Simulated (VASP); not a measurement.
# TaN (P6_3mc) in VASP: notebook

TaN is run at these levels: PBEsol; tasks: single point.

All numbers are computed with VASP 6.6.1; they aren't measurements. Logs are shortened: lines on timing, memory, paths and dates and some standing lists are left out, and cuts for length are marked.

### 1 The cell of the first run

The structure is hexagonal, space group P6_3mc (No. 186). The conventional cell has a = 3.096 Å, b = 3.096 Å, c = 4.792 Å, α = 90.00°, β = 90.00°, γ = 120.00°. Within 2.4 Å of Ta (site symmetry 3m) lie 4 N at 1.84 to 1.87 Å. N (site symmetry 3m) has 4 Ta at 1.84 to 1.87 Å within 2.4 Å.

### 2 Single point, PBEsol (strain +0.015 along x and y, -0.030 along z)

Input file INCAR:

```
SYSTEM = TaN
ALGO = Normal
EDIFF = 1E-6
ENCUT = 520
GGA = PS
ISIF = 2
ISMEAR = 0
LASPH = .TRUE.
LCHARG = .TRUE.
LELF = .TRUE.
LREAL = .FALSE.
LVHAR = .TRUE.
LWAVE = .FALSE.
NBANDS = 24
NELM = 80
PREC = Accurate
SIGMA = 0.15
```

Input file KPOINTS:

```
k-points
0
G
  18 18 10
  0 0 0
```

Input file POSCAR:

```
TaN
1.0
    3.0957511069      0.0000000000      0.0000000000
   -1.5478755535      2.6809991023      0.0000000000
    0.0000000000      0.0000000000      4.7918000000
Ta N
2 2
Direct
    0.3333333333      0.6666666667      0.0000000000
    0.6666666667      0.3333333333      0.5000000000
    0.3333333333      0.6666666667      0.3850000000
    0.6666666667      0.3333333333      0.8850000000
```

Potentials or basis: VASP PAW PBE potentials, release 64 (Ta_pv, N).

Run with:

```bash
$ cat potpaw_PBE.64/Ta_pv/POTCAR potpaw_PBE.64/N/POTCAR > POTCAR
$ mpirun -np 1 vasp_std > vasp.out
```

OUTCAR:

```text
SYSTEM = TaN
   EDIFF = 1E-6
   ENCUT = 520
   GGA = PS
   ISIF = 2
   ISMEAR = 0
   LASPH = .TRUE.
   LREAL = .FALSE.
   NELM = 80
   PREC = Accurate

 ion  position               nearest neighbor table
   1  0.333  0.667  0.000-   3 1.84   4 1.87   4 1.87   4 1.87   2 2.99   2 2.99   2 2.99   2 2.99
                             2 2.99   2 2.99
   2  0.667  0.333  0.500-   4 1.84   3 1.87   3 1.87   3 1.87   1 2.99   1 2.99   1 2.99   1 2.99
                             1 2.99   1 2.99
   3  0.333  0.667  0.385-   1 1.84   2 1.87   2 1.87   2 1.87
   4  0.667  0.333  0.885-   2 1.84   1 1.87   1 1.87   1 1.87

  LATTYP: Found a hexagonal cell.
 ALAT       =     3.0957511069
 C/A-ratio  =     1.5478634537

  Lattice vectors:

 A1 = (   3.0957511069,   0.0000000000,   0.0000000000)
 A2 = (  -1.5478755535,   2.6809991023,   0.0000000000)
 A3 = (   0.0000000000,   0.0000000000,   4.7918000000)

Analysis of symmetry for initial positions (statically):
=====================================================================
 Subroutine PRICEL returns:
 Original cell was already a primitive cell.

 Routine SETGRP: Setting up the symmetry group for a
 hexagonal supercell.

 Subroutine GETGRP returns: Found 12 space group operations
 (whereof  6 operations were pure point group operations)
 out of a pool of 24 trial point group operations.

The static configuration has the point symmetry C_3v.
 The point group associated with its full space group is C_6v.

Analysis of symmetry for dynamics (positions and initial velocities):
=====================================================================
 Subroutine PRICEL returns:
 Original cell was already a primitive cell.

 Routine SETGRP: Setting up the symmetry group for a
 hexagonal supercell.

 Subroutine GETGRP returns: Found 12 space group operations
 (whereof  6 operations were pure point group operations)
 out of a pool of 24 trial point group operations.

The dynamic configuration has the point symmetry C_3v.
 The point group associated with its full space group is C_6v.

 Subroutine INISYM returns: Found 12 space group operations
 (whereof  6 operations are pure point group operations),
 and found     1 'primitive' translations

----------------------------------------------------------------------------------------

                                     Primitive cell
[... 88 lines left out ...]
   ICHARG =      2    charge: 1-file 2-atom 10-const
   ISPIN  =      1    spin polarized calculation?
   LNONCOLLINEAR =      F non collinear calculations
   LSORBIT =      F    spin-orbit coupling
   LASPH  =      T    aspherical Exc in radial PAW
   ENCUT  =  520.0 eV  38.22 Ry    6.18 a.u.   5.76  5.76  8.91*2*pi/ulx,y,z
   NELM   =     80;   NELMIN=  2; NELMDL= -5     # of ELM steps
   EDIFF  = 0.1E-05   stopping-criterion for ELM
   LREAL  =      F    real-space projection
   EDIFFG = 0.1E-04   stopping-criterion for IOM
   NSW    =      0    number of steps for IOM
   IBRION =     -1    ionic relax: 0-MD 1-quasi-New 2-CG
   NFREE  =      0    steps in history (QN), initial steepest desc. (CG)
   ISIF   =      2    stress and relaxation
   ISYM   =      2    0-nonsym 1-usesym 2-fastsym
   POTIM  = 0.5000    time-step for ionic-motion
   TEBEG  =    0.0;   TEEND  =   0.0 temperature during run
   PSTRESS=    0.0 pullay stress
   NELECT =      32.0000    total number of electrons
   NUPDOWN=      -1.0000    fix difference up-down
   EMIN   =  10.00;   EMAX   =-10.00  energy-range for DOS
   EFERMI =   0.00;   METHOD = LEGACY
   ISMEAR =     0;   SIGMA  =   0.15  broadening in eV -4-tet -1-fermi 0-gaus
   EFERMI_NEDOS =   21; number of points for ismear=-14 and -15
   IALGO  =     38    algorithm
   IMIX   =      4    mixing-type and parameters
     AMIX     =   0.40;   BMIX     =  1.00
     AMIX_MAG =   1.60;   BMIX_MAG =  1.00
  volume/ion in A,a.u.               =       9.94        67.10
  Fermi-wavevector in a.u.,A,eV,Ry     =   1.522665  2.877420 31.545225  2.318509
  Thomas-Fermi vector in A             =   2.631213
   LORBIT       =      0    0 simple, 1 ext, 2 COOP (PROOUT), +10 PAW based schemes
   GGA     = PS    functional components
   LHFCALC =     F    Hartree Fock is set to
   AEXX    =    0.0000 exact exchange contribution
   IVDW    =     0    specifies the selected vdW correction
   LEPSILON=     F    determine dielectric tensor
   LRPA    =     F    only Hartree local field effects (RPA)
 non-spin polarized calculation
 Gauss-broadening in eV      SIGMA  =   0.15
  energy-cutoff  :      520.00
  volume of cell :       39.77
 maximum number of plane-waves:      1090
 NGX is ok and might be reduce to    24
   NGX = 11   NGY = 11   NGZ = 17

 number of electron      31.9999996 magnetization

 Free energy of the ion-electron system (eV)
  ---------------------------------------------------
  ext. energy  EPLUGINS =         0.00000000
  ---------------------------------------------------
  free energy    TOTEN  =       -40.90837265 eV

  energy without entropy =      -40.89148769  energy(sigma->0) =      -40.89993017

 E-fermi :   9.6195     XC(G=0): -13.6997

 val. band max:        9.6130703579   @ k =   0.3889   0.1111   0.1000
 cond. band min:       9.6195338229   @ k =   0.2222   0.1111   0.0000
 fundamental gap:      0.0064634651
 Fermi energy:         9.6194729478

 k-point     1 :       0.0000    0.0000    0.0000
  band No.  band energies     occupation
      1     -26.5982      2.00000
      2     -25.3732      2.00000
      3     -25.3732      2.00000
      4     -25.1318      2.00000
      5     -25.1318      2.00000
      6     -25.1084      2.00000
[... 637 lines left out ...]
     23      16.4747      0.00000
     24      16.7252      0.00000

 [... further k-points ...]
[... 5 lines left out ...]
  --------------------------------------------------------------------------------------
  -------------------------------------------------------------------------------------
  Total       31.7607891     31.7607891     31.8469304     -0.0000000      0.0000000      0.0000000
  in kB     1279.5005508   1279.5005507   1282.9708021     -0.0000000      0.0000000      0.0000000
  external PRESSURE =    1280.6573012 kB  Pullay stress =       0.0000000 kB

 VOLUME and BASIS-vectors are now :
 -----------------------------------------------------------------------------
  energy-cutoff  :      520.00
  volume of cell :       39.77
      direct lattice vectors                 reciprocal lattice vectors
     3.095751107  0.000000000  0.000000000     0.323023384  0.186497638  0.000000000
    -1.547875553  2.680999102  0.000000000     0.000000000  0.372995276  0.000000000
     0.000000000  0.000000000  4.791800000     0.000000000  0.000000000  0.208689845

 POSITION                                       TOTAL-FORCE (eV/Angst)
 -----------------------------------------------------------------------------------
     -0.00000      1.78733      0.00000         0.000000      0.000000     -0.153083
      1.54788      0.89367      2.39590         0.000000     -0.000000     -0.153083
     -0.00000      1.78733      1.84484        -0.000000      0.000000      0.153083
      1.54788      0.89367      4.24074         0.000000      0.000000      0.153083
 -----------------------------------------------------------------------------------
    total drift:                               -0.000000     -0.000000      0.000589

  FREE ENERGIE OF THE ION-ELECTRON SYSTEM (eV)
  ---------------------------------------------------
  free  energy   TOTEN  =       -40.9083726527 eV

  energy  without entropy=      -40.8914876926  energy(sigma->0) =      -40.89993017
```

It took 1.8 min on 1 thread of AMD EPYC 9R45 (Zen 5), shared host; peak memory 0.26 GiB.

Results:

- Free energy: -40.9084 eV
- Pressure: 128.1 GPa
- Largest force: 0.153 eV/Å
- Band gap on the k mesh: zero (band 16 reaches 10.80 eV, above the bottom of band 17 at 8.00 eV)

Forces in eV/Å, atoms in the order of the input:
```
Ta   0.000  0.000 -0.153
Ta   0.000  0.000 -0.153
N    0.000  0.000  0.153
N    0.000  0.000  0.153
```

Stress tensor (GPa, compression positive):
```
127.95   0.00   0.00
  0.00 127.95   0.00
  0.00   0.00 128.30
```

Caveat: the cell differs from its parent crystal (strain +0.015 along x and y, -0.030 along z); the PAW data sets were made with another functional, which shifts forces and pressure a little; spin-orbit coupling is left out, which moves the levels of the heavy elements.

### 3 Single point, PBEsol (strain +0.000 along x and y, +0.030 along z)

Input file INCAR:

```
PREC = Accurate ; ENCUT = 520
EDIFF = 1E-6 ; ISMEAR = 0
SIGMA = 0.15 ; LREAL = False
LASPH = True ; NELM = 80
ALGO = Normal ; ISIF = 2
LWAVE = False ; LCHARG = False
GGA = PS ; NBANDS = 24
```

Input file KPOINTS:

```
regular mesh
0
Gamma
  18 18 10
```

Input file POSCAR:

```
TaN
1.0
    3.0500010905      0.0000000000      0.0000000000
   -1.5250005453      2.6413784260      0.0000000000
    0.0000000000      0.0000000000      5.0882000000
Ta N
2 2
Direct
    0.3333333333      0.6666666667      0.0000000000
    0.6666666667      0.3333333333      0.5000000000
    0.3333333333      0.6666666667      0.3850000000
    0.6666666667      0.3333333333      0.8850000000
```

Potentials or basis: VASP PAW PBE potentials, release 64 (Ta_pv, N).

Run with:

```bash
$ cat potpaw_PBE.64/Ta_pv/POTCAR potpaw_PBE.64/N/POTCAR > POTCAR
$ mpirun -np 1 vasp_std > vasp.out
```

OUTCAR:

```text
PREC = Accurate
   ENCUT = 520
   EDIFF = 1E-6
   ISMEAR = 0
   LREAL = False
   LASPH = True
   NELM = 80
   ISIF = 2
   GGA = PS

 ion  position               nearest neighbor table
   1  0.333  0.667  0.000-   4 1.86   4 1.86   4 1.86   3 1.96   2 3.09   2 3.09   2 3.09   2 3.09
                             2 3.09   2 3.09
   2  0.667  0.333  0.500-   3 1.86   3 1.86   3 1.86   4 1.96   1 3.09   1 3.09   1 3.09   1 3.09
                             1 3.09   1 3.09
   3  0.333  0.667  0.385-   2 1.86   2 1.86   2 1.86   1 1.96
   4  0.667  0.333  0.885-   1 1.86   1 1.86   1 1.86   2 1.96

  LATTYP: Found a hexagonal cell.
 ALAT       =     3.0500010905
 C/A-ratio  =     1.6682616986

  Lattice vectors:

 A1 = (   3.0500010905,   0.0000000000,   0.0000000000)
 A2 = (  -1.5250005453,   2.6413784260,   0.0000000000)
 A3 = (   0.0000000000,   0.0000000000,   5.0882000000)

Analysis of symmetry for initial positions (statically):
=====================================================================
 Subroutine PRICEL returns:
 Original cell was already a primitive cell.

 Routine SETGRP: Setting up the symmetry group for a
 hexagonal supercell.
[... 168 lines left out ...]
  ext. energy  EPLUGINS =         0.00000000
  ---------------------------------------------------
  free energy    TOTEN  =       -41.56947564 eV

  energy without entropy =      -41.55226344  energy(sigma->0) =      -41.56086954

 E-fermi :   9.2325     XC(G=0): -13.5333

 val. band max:        9.2321742169   @ k =   0.2778   0.0556   0.0000
 cond. band min:       9.2526518758   @ k =   0.3333  -0.0000   0.2000
 fundamental gap:      0.0204776589
 Fermi energy:         9.2325468955

 k-point     1 :       0.0000    0.0000    0.0000
  band No.  band energies     occupation
      1     -26.6468      2.00000
      2     -25.7009      2.00000
      3     -25.7009      2.00000
      4     -25.5520      2.00000
      5     -25.5520      2.00000
      6     -25.4962      2.00000
[... 637 lines left out ...]
     23      15.2852      0.00000
     24      16.5144      0.00000

 [... further k-points ...]
[... 5 lines left out ...]
  --------------------------------------------------------------------------------------
  -------------------------------------------------------------------------------------
  Total       31.5684575     31.5684575     22.1413400     -0.0000000      0.0000000      0.0000000
  in kB     1233.8692749   1233.8692749    865.4055735     -0.0000000      0.0000000      0.0000000
  external PRESSURE =    1111.0480411 kB  Pullay stress =       0.0000000 kB

 VOLUME and BASIS-vectors are now :
 -----------------------------------------------------------------------------
  energy-cutoff  :      520.00
  volume of cell :       40.99
      direct lattice vectors                 reciprocal lattice vectors
     3.050001090  0.000000000  0.000000000     0.327868735  0.189295103  0.000000000
    -1.525000545  2.641378426  0.000000000     0.000000000  0.378590205  0.000000000
     0.000000000  0.000000000  5.088200000     0.000000000  0.000000000  0.196533155

 POSITION                                       TOTAL-FORCE (eV/Angst)
 -----------------------------------------------------------------------------------
     -0.00000      1.76092      0.00000         0.000000      0.000000      3.611611
      1.52500      0.88046      2.54410        -0.000000     -0.000000      3.611611
     -0.00000      1.76092      1.95896        -0.000000     -0.000000     -3.611611
      1.52500      0.88046      4.50306         0.000000      0.000000     -3.611611
 -----------------------------------------------------------------------------------
    total drift:                                0.000000      0.000000     -0.000099

  FREE ENERGIE OF THE ION-ELECTRON SYSTEM (eV)
  ---------------------------------------------------
  free  energy   TOTEN  =       -41.5694756377 eV

  energy  without entropy=      -41.5522634370  energy(sigma->0) =      -41.56086954
```

OSZICAR:

```text
N       E                     dE             d eps       ncg     rms          rms(c)
DAV:   1     0.284002558925E+03    0.28400E+03   -0.17708E+04 10656   0.143E+03
DAV:   2    -0.341802335617E+02   -0.31818E+03   -0.30312E+03 12576   0.424E+02
DAV:   3    -0.481165216804E+02   -0.13936E+02   -0.13759E+02 13312   0.883E+01
DAV:   4    -0.482450747926E+02   -0.12855E+00   -0.12848E+00 11744   0.903E+00
DAV:   5    -0.482464046472E+02   -0.13299E-02   -0.13295E-02 13848   0.804E-01    0.571E+01
DAV:   6    -0.417131067835E+02    0.65333E+01   -0.22748E+01 12384   0.365E+01    0.243E+01
DAV:   7    -0.416140515389E+02    0.99055E-01   -0.88367E-01 11504   0.754E+00    0.130E+01
DAV:   8    -0.415734521747E+02    0.40599E-01   -0.55228E-02 13080   0.169E+00    0.139E+00
DAV:   9    -0.415694395661E+02    0.40126E-02   -0.11023E-02 12600   0.726E-01    0.169E-01
DAV:  10    -0.415694825188E+02   -0.42953E-04   -0.52339E-04 12936   0.197E-01    0.507E-02
DAV:  11    -0.415694764019E+02    0.61169E-05   -0.35213E-05 12856   0.442E-02    0.128E-02
DAV:  12    -0.415694756377E+02    0.76419E-06   -0.21774E-06  9936   0.137E-02
   1 F= -.41569476E+02 E0= -.41560870E+02  d E =-.172122E-01
```

It took 1.8 min on 1 thread of AMD EPYC 9R45 (Zen 5), shared host; peak memory 0.27 GiB.

Results:

```yaml
Free_energy: -41.5695 eV
Pressure: 111.1 GPa
Largest_force: 3.612 eV/Å
Band_gap_on_the_k_mesh: zero (band 16 reaches 10.44 eV, above the bottom of band 17 at 7.63 eV)
```

Forces in eV/Å, atoms in the order of the input:
```
Ta   0.000  0.000  3.612
Ta   0.000  0.000  3.612
N    0.000  0.000 -3.612
N    0.000  0.000 -3.612
```

Caveat: the cell differs from its parent crystal (strain +0.000 along x and y, +0.030 along z); the PAW data sets were made with another functional, which shifts forces and pressure a little; spin-orbit coupling is left out, which moves the levels of the heavy elements.

(Part 1 of 3 ends here.)
